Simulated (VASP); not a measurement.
KCl:

```
K Cl
1.0
     3.77117    0.08127    0.00000
     0.08127    3.77117    0.00000
     0.00000    0.00000    3.77117
K Cl
1 1
Cartesian
  0.0000 0.0000 0.0000
  1.9262 1.9262 1.8856
```

This cell differs from its parent crystal: shear xy strain +4.3%.

Base run:

```yaml
Program: VASP 6.6.1
Functional: r2SCAN
Potentials_or_basis: VASP PAW PBE potentials, release 64 (K_sv, Cl)
Cutoff: 520 eV
k_mesh: 8 × 8 × 8
Occupations: gaussian, width 0.01 eV
Spin: no spin polarisation
```

Its results: band gap on the k mesh 5.81 eV, indirect (least direct gap 6.00 eV); pressure 0.0 GPa.

**Question.** The run is repeated on the same cell with these changes: functional from r2SCAN to PBE; occupations from gaussian, width 0.01 eV to fermi-dirac, width 0.02 eV. What comes out?

**Answer.** Band gap on the k mesh 5.03 eV, indirect (least direct gap 5.22 eV); pressure 1.2 GPa.

Caveats: the PAW data sets were made with another functional, which shifts forces and pressure a little (some runs).

A k mesh can miss the band edges.
